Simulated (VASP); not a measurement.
A run of VASP 6.6.1 is set up as follows.

Contents of POSCAR:

```
PbS
1.0
    2.2598000000      1.3046961383      3.0367666667
   -2.2598000000      1.3046961383      3.0367666667
    0.0000000000     -2.6093922766      3.0367666667
Pb S
1 1
Direct
    0.9781509158      0.9781509158      0.9781509158
    0.4774504142      0.4774504142      0.4774504142
```

File INCAR.step1:

```
SYSTEM = PbS
ALGO     = Normal         ! electronic algorithm
EDIFF    = 1E-4           ! SCF threshold, eV
ENCUT    = 520            ! plane-wave cutoff, eV
GGA      = PE             ! functional
ISMEAR   = 0              ! smearing method
LASPH    = .TRUE.         ! aspherical terms in the spheres
LCHARG   = .FALSE.        ! write CHGCAR
LREAL    = .FALSE.        ! projectors in reciprocal space
LWAVE    = .TRUE.         ! write WAVECAR
NBANDS   = 17             ! bands
NELM     = 80             ! most SCF steps
PREC     = Accurate       ! precision mode
SIGMA    = 0.05           ! smearing width, eV
```

Contents of INCAR.step2:

```
SYSTEM = PbS
ALGO     = Normal         ! electronic algorithm
EDIFF    = 1E-7           ! SCF threshold, eV
ENCUT    = 520            ! plane-wave cutoff, eV
ISIF     = 2              ! what is computed and relaxed
ISMEAR   = 0              ! smearing method
ISTART   = 1            
LASPH    = .TRUE.         ! aspherical terms in the spheres
LCHARG   = .TRUE.         ! write CHGCAR
LELF     = .TRUE.         ! ELF
LMIXTAU  = .TRUE.       
LREAL    = .FALSE.        ! projectors in reciprocal space
LVHAR    = .TRUE.       
LWAVE    = .FALSE.        ! write WAVECAR
METAGGA  = R2SCAN         ! meta-GGA
NBANDS   = 17             ! bands
NELM     = 80             ! most SCF steps
PREC     = Accurate       ! precision mode
SIGMA    = 0.05           ! smearing width, eV
```

The input KPOINTS:

```
k-points
0
G
  9 9 9
  0 0 0
```

Potentials or basis: VASP PAW PBE potentials, release 64 (Pb_d, S).

The run is started by

```bash
$ cat potpaw_PBE.64/Pb_d/POTCAR potpaw_PBE.64/S/POTCAR > POTCAR
$ cp INCAR.step1 INCAR
$ mpirun -np 1 vasp_std > vasp.out
$ cp INCAR.step2 INCAR
$ mpirun -np 1 vasp_std > vasp.out
```

What does it give for the pressure?

-1.3 GPa.

What does it give for the largest force?

0.004 eV/Å.

Forces in eV/Å, atoms in the order of the input:
```
Pb   0.000  0.000 -0.004
S    0.000  0.000  0.004
```

Caveat: the PAW data sets were made with another functional, which shifts forces and pressure a little.
